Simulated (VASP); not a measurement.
# Cu (Cmcm) in VASP: notebook

Cu is run at these levels: PBEsol; tasks: single point, relaxation of cell and atoms.

Program: VASP 6.6.1. These are calculated values, not measurements. Logs are shortened: lines on timing, memory, paths and dates and some standing lists are left out, and cuts for length are marked.

### Step 1. The cell of the first run

Symmetry: Cmcm, No. 63, orthorhombic system. Conventional cell: a = 2.429 Å, b = 7.919 Å, c = 2.468 Å, α = 90.00°, β = 90.00°, γ = 90.00°. Cu (site symmetry m2m) has 10 Cu at 2.43 to 2.53 Å within 3.2 Å.

### Step 2. Single point, PBEsol

Input file INCAR:

```
ALGO = Fast
EDIFF = 1E-6
ENCUT = 520
GGA = PS
ISIF = 2
ISMEAR = 0
LASPH = T
LCHARG = T
LELF = T
LREAL = F
LVHAR = T
LWAVE = F
NBANDS = 18
NELM = 100
PREC = Accurate
SIGMA = 0.1
```

Input file KPOINTS:

```
k-points
0
Gamma
  24 24 22
```

Input file POSCAR:

```
Cu
1.0
    1.2145846419     -3.9594983213      0.0000000000
    1.2145846419      3.9594983213      0.0000000000
    0.0000000000      0.0000000000      2.4684531542
Cu
2
Direct
    0.1338650377      0.8661349623      0.2500000000
    0.8661349623      0.1338650377      0.7500000000
```

Potentials or basis: VASP PAW PBE potentials, release 64 (Cu).

Started as:

```bash
$ cat potpaw_PBE.64/Cu/POTCAR > POTCAR
$ mpirun -np 1 vasp_std > vasp.out
```

OUTCAR:

```text
EDIFF = 1E-6
   ENCUT = 520
   GGA = PS
   ISIF = 2
   ISMEAR = 0
   LASPH = T
   LREAL = F
   NELM = 100
   PREC = Accurate

 ion  position               nearest neighbor table
   1  0.134  0.866  0.250-   2 2.45   2 2.45   2 2.53   2 2.53   2 2.53   2 2.53
   2  0.866  0.134  0.750-   1 2.45   1 2.45   1 2.53   1 2.53   1 2.53   1 2.53

  LATTYP: Found a base centered orthorhombic cell.
 ALAT       =     2.4291692838
 B/A-ratio  =     3.2599608003
 C/A-ratio  =     1.0161717303

  Lattice vectors:

 A1 = (   1.2145846419,  -3.9594983213,   0.0000000000)
 A2 = (   1.2145846419,   3.9594983213,   0.0000000000)
 A3 = (   0.0000000000,   0.0000000000,   2.4684531542)

Analysis of symmetry for initial positions (statically):
=====================================================================
 Subroutine PRICEL returns:
 Original cell was already a primitive cell.

 Routine SETGRP: Setting up the symmetry group for a
 base centered orthorhombic supercell.

 Subroutine GETGRP returns: Found  8 space group operations
 (whereof  4 operations were pure point group operations)
 out of a pool of  8 trial point group operations.

The static configuration has the point symmetry C_2h.
 The point group associated with its full space group is D_2h.

Analysis of symmetry for dynamics (positions and initial velocities):
=====================================================================
 Subroutine PRICEL returns:
 Original cell was already a primitive cell.

 Routine SETGRP: Setting up the symmetry group for a
 base centered orthorhombic supercell.

 Subroutine GETGRP returns: Found  8 space group operations
 (whereof  4 operations were pure point group operations)
 out of a pool of  8 trial point group operations.

The dynamic configuration has the point symmetry C_2h.
 The point group associated with its full space group is D_2h.

 Subroutine INISYM returns: Found  8 space group operations
 (whereof  4 operations are pure point group operations),
 and found     1 'primitive' translations

----------------------------------------------------------------------------------------

                                     Primitive cell

  volume of cell :      23.7423

  direct lattice vectors                    reciprocal lattice vectors
     1.214584642 -3.959498321  0.000000000     0.411663364 -0.126278624  0.000000000
     1.214584642  3.959498321  0.000000000     0.411663364  0.126278624  0.000000000
     0.000000000  0.000000000  2.468453154     0.000000000  0.000000000  0.405112002

  length of vectors
     4.141599064  4.141599064  2.468453154     0.430596118  0.430596118  0.405112002

  position of ions in fractional coordinates (direct lattice)
     0.133865038  0.866134962  0.250000000
     0.866134962  0.133865038  0.750000000

  ion indices of the primitive-cell ions
   primitive index   ion index
                 1           1
                 2           2

----------------------------------------------------------------------------------------

 KPOINTS: k-points

Automatic generation of k-mesh.
 Grid dimensions read from file:
 generate k-points for:   24   24   22

 Generating k-lattice:

  Cartesian coordinates                     Fractional coordinates (reciprocal lattice)
     0.017152640 -0.005261609  0.000000000     0.041666667  0.000000000  0.000000000
     0.017152640  0.005261609  0.000000000     0.000000000  0.041666667  0.000000000
     0.000000000  0.000000000  0.018414182     0.000000000  0.000000000  0.045454545

  Length of vectors
     0.017941505  0.017941505  0.018414182

  Shift w.r.t. Gamma in fractional coordinates (k-lattice)
     0.000000000  0.000000000  0.000000000

 Subroutine IBZKPT returns following result:
 ===========================================

 Found   1884 irreducible k-points:

 Following reciprocal coordinates:
            Coordinates               Weight
  0.000000  0.000000  0.000000      1.000000
  0.041667  0.000000  0.000000      4.000000
  0.083333 -0.000000  0.000000      4.000000
  0.125000  0.000000  0.000000      4.000000
  0.166667  0.000000  0.000000      4.000000
  0.208333 -0.000000  0.000000      4.000000
[... 16 lines left out ...]
  0.416667  0.041667  0.000000      4.000000
  0.458333  0.041667  0.000000      4.000000
 [... further k-points ...]
   k-points           NKPTS =   1884   k-points in BZ     NKDIM =   1884   number of bands    NBANDS=     18
   number of dos      NEDOS =    301   number of ions     NIONS =      2
   total plane-waves  NPLWV =  18432
   dimension x,y,z NGX =    32 NGY =   32 NGZ =   18
   dimension x,y,z NGXF=    64 NGYF=   64 NGZF=   36
   ions per type =               2
   NGX,Y,Z   is equivalent  to a cutoff of  12.84, 12.84, 12.12 a.u.
   NGXF,Y,Z  is equivalent  to a cutoff of  25.69, 25.69, 24.25 a.u.
 SYSTEM =  unknown system
   PREC   = accura    normal or accurate (medium, high low for compatibility)
   ISTART =      0    job   : 0-new  1-cont  2-samecut
   ICHARG =      2    charge: 1-file 2-atom 10-const
   ISPIN  =      1    spin polarized calculation?
   LNONCOLLINEAR =      F non collinear calculations
   LSORBIT =      F    spin-orbit coupling
   LASPH  =      T    aspherical Exc in radial PAW
   ENCUT  =  520.0 eV  38.22 Ry    6.18 a.u.   7.70  7.70  4.59*2*pi/ulx,y,z
   NELM   =    100;   NELMIN=  2; NELMDL= -5     # of ELM steps
   EDIFF  = 0.1E-05   stopping-criterion for ELM
   LREAL  =      F    real-space projection
   EDIFFG = 0.1E-04   stopping-criterion for IOM
   NSW    =      0    number of steps for IOM
   IBRION =     -1    ionic relax: 0-MD 1-quasi-New 2-CG
   NFREE  =      0    steps in history (QN), initial steepest desc. (CG)
   ISIF   =      2    stress and relaxation
   ISYM   =      2    0-nonsym 1-usesym 2-fastsym
   POTIM  = 0.5000    time-step for ionic-motion
   TEBEG  =    0.0;   TEEND  =   0.0 temperature during run
   PSTRESS=    0.0 pullay stress
   NELECT =      22.0000    total number of electrons
   NUPDOWN=      -1.0000    fix difference up-down
   EMIN   =  10.00;   EMAX   =-10.00  energy-range for DOS
   EFERMI =   0.00;   METHOD = LEGACY
   ISMEAR =     0;   SIGMA  =   0.10  broadening in eV -4-tet -1-fermi 0-gaus
   EFERMI_NEDOS =   21; number of points for ismear=-14 and -15
   IALGO  =     68    algorithm
   IMIX   =      4    mixing-type and parameters
     AMIX     =   0.40;   BMIX     =  1.00
     AMIX_MAG =   1.60;   BMIX_MAG =  1.00
  volume/ion in A,a.u.               =      11.87        80.11
  Fermi-wavevector in a.u.,A,eV,Ry     =   1.596031  3.016062 34.658344  2.547316
  Thomas-Fermi vector in A             =   2.693857
   LORBIT       =      0    0 simple, 1 ext, 2 COOP (PROOUT), +10 PAW based schemes
   GGA     = PS    functional components
   LHFCALC =     F    Hartree Fock is set to
   AEXX    =    0.0000 exact exchange contribution
   IVDW    =     0    specifies the selected vdW correction
   LEPSILON=     F    determine dielectric tensor
   LRPA    =     F    only Hartree local field effects (RPA)
 non-spin polarized calculation
 RMM-DIIS sequential band-by-band and
 Gauss-broadening in eV      SIGMA  =   0.10
  energy-cutoff  :      520.00
  volume of cell :       23.74
 maximum number of plane-waves:       663
   NGX = 15   NGY = 15   NGZ =  9

 number of electron      21.9999987 magnetization

 Free energy of the ion-electron system (eV)
  ---------------------------------------------------
  ext. energy  EPLUGINS =         0.00000000
  ---------------------------------------------------
  free energy    TOTEN  =        -8.30288349 eV

  energy without entropy =       -8.29982835  energy(sigma->0) =       -8.30135592

 E-fermi :   7.3066     XC(G=0): -12.8434

 val. band max:        7.3035541930   @ k =   0.4167   0.0833   0.1364
 cond. band min:       7.3075140767   @ k =  -0.2917   0.2500   0.2273
 fundamental gap:      0.0039598837
 Fermi energy:         7.3065989181

 k-point     1 :       0.0000    0.0000    0.0000
  band No.  band energies     occupation
      1      -2.0194      2.00000
      2       2.3081      2.00000
      3       3.0785      2.00000
      4       3.5673      2.00000
      5       4.2818      2.00000
      6       4.5600      2.00000
[... 10 lines left out ...]
     17      26.9976      0.00000
     18      28.9973      0.00000

 k-point     2 :       0.0417    0.0000    0.0000
  band No.  band energies     occupation
      1      -1.9688      2.00000
      2       2.3278      2.00000
      3       3.0978      2.00000
      4       3.5850      2.00000
      5       4.2877      2.00000
      6       4.5582      2.00000
[... 10 lines left out ...]
     17      27.3411      0.00000
     18      30.1088      0.00000

 k-point     3 :       0.0833   -0.0000    0.0000
  band No.  band energies     occupation
      1      -1.8176      2.00000
      2       2.3842      2.00000
      3       3.1546      2.00000
      4       3.6373      2.00000
      5       4.3049      2.00000
      6       4.5510      2.00000
[... 10 lines left out ...]
     17      27.6006      0.00000
     18      30.7662      0.00000

 k-point     4 :       0.1250    0.0000    0.0000
  band No.  band energies     occupation
      1      -1.5685      2.00000
      2       2.4702      2.00000
      3       3.2447      2.00000
      4       3.7209      2.00000
      5       4.3321      2.00000
      6       4.5127      2.00000
[... 10 lines left out ...]
     17      27.7584      0.00000
     18      30.9959      0.00000

 k-point     5 :       0.1667    0.0000    0.0000
  band No.  band energies     occupation
      1      -1.2264      2.00000
      2       2.5748      2.00000
      3       3.3587      2.00000
      4       3.8191      2.00000
      5       4.3184      2.00000
      6       4.3668      2.00000
[... 10 lines left out ...]
     17      27.9046      0.00000
     18      31.1947      0.00000

 k-point     6 :       0.2083   -0.0000    0.0000
  band No.  band energies     occupation
      1      -0.7988      2.00000
      2       2.6848      2.00000
      3       3.4806      2.00000
      4       3.8336      2.00000
      5       4.1950      2.00000
      6       4.4056      2.00000
[... 10 lines left out ...]
     17      28.0688      0.00000
     18      31.3719      0.00000

 k-point     7 :       0.2500    0.0000    0.0000
  band No.  band energies     occupation
      1      -0.2983      2.00000
      2       2.7840      2.00000
      3       3.5897      2.00000
      4       3.6903      2.00000
      5       4.2652      2.00000
      6       4.4441      2.00000
[... 10 lines left out ...]
     17      28.2599      0.00000
     18      31.3392      0.00000

 k-point     8 :       0.2917    0.0000    0.0000
  band No.  band energies     occupation
      1       0.2555      2.00000
      2       2.8496      2.00000
      3       3.5293      2.00000
      4       3.7071      2.00000
      5       4.3235      2.00000
      6       4.4774      2.00000
[... 10 lines left out ...]
     17      28.4664      0.00000
     18      30.0364      0.00000
[... 229 lines left out ...]
     17      28.4361      0.00000
     18      30.9065      0.00000

 k-point    20 :       0.2917    0.0417    0.0000
  band No.  band energies     occupation
      1       0.7420      2.00000
      2       2.9123      2.00000
      3       3.4162      2.00000
      4       3.7894      2.00000
      5       4.3549      2.00000
      6       4.4770      2.00000
[... 10 lines left out ...]
     17      28.6153      0.00000
     18      29.3196      0.00000

 k-point    21 :       0.3333    0.0417    0.0000
  band No.  band energies     occupation
      1       1.2948      2.00000
      2       2.8728      2.00000
      3       3.4056      2.00000
      4       3.8653      2.00000
      5       4.3416      2.00000
      6       4.4911      2.00000
[... 10 lines left out ...]
     17      27.5124      0.00000
     18      29.0525      0.00000

 k-point    22 :       0.3750    0.0417    0.0000
  band No.  band energies     occupation
      1       1.7599      2.00000
      2       2.8002      2.00000
      3       3.4470      2.00000
      4       3.9753      2.00000
      5       4.3209      2.00000
      6       4.4994      2.00000
[... 10 lines left out ...]
     17      27.9672      0.00000
     18      29.3276      0.00000

 k-point    23 :       0.4167    0.0417    0.0000
  band No.  band energies     occupation
      1       2.0728      2.00000
      2       2.7259      2.00000
      3       3.5026      2.00000
      4       4.1081      2.00000
      5       4.3133      2.00000
      6       4.5083      2.00000
[... 10 lines left out ...]
     17      28.9435      0.00000
     18      29.5850      0.00000

 k-point    24 :       0.4583    0.0417    0.0000
  band No.  band energies     occupation
      1       2.2066      2.00000
      2       2.6664      2.00000
      3       3.5450      2.00000
      4       4.1852      2.00000
      5       4.3540      2.00000
      6       4.5221      2.00000
[... 10 lines left out ...]
     17      29.6157      0.00000
     18      29.7318      0.00000

 [... further k-points ...]
[... 5 lines left out ...]
  --------------------------------------------------------------------------------------
  -------------------------------------------------------------------------------------
  Total        0.1523281      0.1693342      0.1841534      0.0000000     -0.0000000      0.0000000
  in kB       10.2793972     11.4270086     12.4270335      0.0000000     -0.0000000      0.0000000
  external PRESSURE =      11.3778131 kB  Pullay stress =       0.0000000 kB

 VOLUME and BASIS-vectors are now :
 -----------------------------------------------------------------------------
  energy-cutoff  :      520.00
  volume of cell :       23.74
      direct lattice vectors                 reciprocal lattice vectors
     1.214584642 -3.959498321  0.000000000     0.411663364 -0.126278624  0.000000000
     1.214584642  3.959498321  0.000000000     0.411663364  0.126278624  0.000000000
     0.000000000  0.000000000  2.468453154     0.000000000  0.000000000  0.405112002

 POSITION                                       TOTAL-FORCE (eV/Angst)
 -----------------------------------------------------------------------------------
      1.21458      2.89942      0.61711         0.000000      0.005236     -0.000000
      1.21458     -2.89942      1.85134         0.000000     -0.005236      0.000000
 -----------------------------------------------------------------------------------
    total drift:                                0.000000      0.000000      0.000000

  FREE ENERGIE OF THE ION-ELECTRON SYSTEM (eV)
  ---------------------------------------------------
  free  energy   TOTEN  =        -8.3028834949 eV

  energy  without entropy=       -8.2998283508  energy(sigma->0) =       -8.30135592
```

Wall time 6.3 min (1 thread of Intel Xeon Platinum 8488C (Sapphire Rapids), shared host); peak memory 0.71 GiB.

What came out:

- Free energy: -8.3029 eV
- Pressure: 1.1 GPa
- Largest force: 0.005 eV/Å
- Band gap on the k mesh: zero (bands 11 and 12 overlap by 5.62 eV)

Forces on the atoms (eV/Å):
```
Cu   0.000  0.005  0.000
Cu   0.000 -0.005  0.000
```

Stress tensor (GPa, compression positive):
```
1.03 0.00 0.00
0.00 1.14 0.00
0.00 0.00 1.24
```

Levels at points of the mesh, in eV from the Fermi level:
```csv
k point,band 9,band 10,band 11,band 12,band 13,band 14
"(0.00, 0.00, 0.00)",-1.81,-1.67,-1.41,-0.06,4.89,14.81
"(0.50, 0.00, 0.00)",-2.10,-1.63,-0.46,1.32,2.55,6.96
"(0.50, 0.50, 0.00)",-2.28,-1.90,-1.57,-1.50,13.75,15.43
"(0.00, 0.00, 0.50)",-1.68,-1.68,0.01,0.01,8.26,8.26
"(0.50, 0.00, 0.50)",-1.24,-1.24,3.73,3.73,7.54,7.54
"(0.50, 0.50, 0.50)",-1.53,-1.53,-0.98,-0.98,3.76,3.76
```

Caveat: the PAW data sets were made with another functional, which shifts forces and pressure a little.

### Step 3. Relaxation of cell and atoms, PBEsol

This run uses another cell than the first one, of 11.99 Å³/atom.

Input file INCAR:

```
ALGO = Normal
EDIFF = 1E-7
EDIFFG = -0.01
ENCUT = 600
GGA = PS
GGA_COMPAT = False
IBRION = 2
ISIF = 3
ISMEAR = 0
LASPH = True
LCHARG = False
LREAL = False
LWAVE = False
NELM = 120
NELMIN = 4
NSW = 100
PREC = Accurate
SIGMA = 0.1
```

KPOINTS is that of step 2.

Input file POSCAR:

```
Cu
1.0
    1.2184636900     -3.9763780104      0.0000000000
    1.2184636900      3.9763780104      0.0000000000
    0.0000000000      0.0000000000      2.4754955235
Cu
2
Direct
    0.1338666500      0.8661333500      0.2500000000
    0.8661333500      0.1338666500      0.7500000000
```

Potentials or basis: VASP PAW PBE potentials, release 64 (Cu).

Started as:

```bash
$ cat potpaw_PBE.64/Cu/POTCAR > POTCAR
$ mpirun -np 1 vasp_std > vasp.out
```

It took 11 min on 1 thread of Intel Xeon 6975P-C (Granite Rapids), shared host; peak memory 0.8 GiB.

Results (log left out):

```
Free energy                           : -8.3034 eV
Relaxed volume                        : 11.93 Å³/atom
Relaxed cell                          : a = 4.150 Å, b = 4.150 Å, c = 2.472 Å, α = 90.00°, β = 90.00°, γ = 145.91°
Space group after relaxing (to 0.1 Å) : Cmcm (No. 63)
Energy gained by relaxing             : 0.2 meV/atom
Ionic steps                           : 3
Pressure after relaxing               : 0.0 GPa
Largest force after relaxing          : 0.003 eV/Å
Band gap on the k mesh                : zero (bands 11 and 12 overlap by 5.61 eV)
```

Forces in eV/Å, atoms in the order of the input:
```
Cu   0.000  0.003  0.000
Cu   0.000 -0.003  0.000
```

Stress tensor (GPa, compression positive):
```
 0.00  0.00  0.00
 0.00 -0.06  0.00
 0.00  0.00  0.13
```

The path:
| step | energy change (eV) | largest force (eV/Å) | pressure (GPa) | volume (Å³) |
| --- | --- | --- | --- | --- |
| 1 | 0.0000 | 0.0071 | -0.77 | 23.99 |
| 2 | -0.0003 | 0.0079 | 0.43 | 23.79 |
| 3 | -0.0003 | 0.0031 | 0.03 | 23.85 |

Final structure:
```cif
data_structure
_symmetry_space_group_name_H-M 'P 1'
_symmetry_Int_Tables_number 1
_cell_length_a 4.1496
_cell_length_b 4.1496
_cell_length_c 2.4716
_cell_angle_alpha 90.000
_cell_angle_beta 90.000
_cell_angle_gamma 145.914
_cell_volume 23.85
loop_
_atom_site_label
_atom_site_type_symbol
_atom_site_fract_x
_atom_site_fract_y
_atom_site_fract_z
_atom_site_occupancy
Cu1 Cu 0.13390 0.86610 0.25000 1
Cu2 Cu 0.86610 0.13390 0.75000 1
```

Levels at points of the mesh, in eV from the Fermi level:
```csv
k point,band 7,band 8,band 9,band 10,band 11,band 12,band 13,band 14,band 15
"(0.00, 0.00, 0.00)",-2.31,-1.99,-1.80,-1.66,-1.41,-0.06,4.86,14.78,18.46
"(0.50, 0.00, 0.00)",-2.68,-2.47,-2.09,-1.62,-0.45,1.31,2.54,6.93,12.96
"(0.50, 0.50, 0.00)",-2.56,-2.29,-2.26,-1.89,-1.56,-1.49,13.69,15.37,15.61
"(0.00, 0.00, 0.50)",-2.70,-2.70,-1.68,-1.68,0.01,0.01,8.23,8.23,9.47
"(0.50, 0.00, 0.50)",-1.79,-1.79,-1.24,-1.24,3.72,3.72,7.52,7.52,9.71
"(0.50, 0.50, 0.50)",-1.96,-1.96,-1.53,-1.53,-0.97,-0.97,3.73,3.73,17.98
```

Caveat: the PAW data sets were made with another functional, which shifts forces and pressure a little.
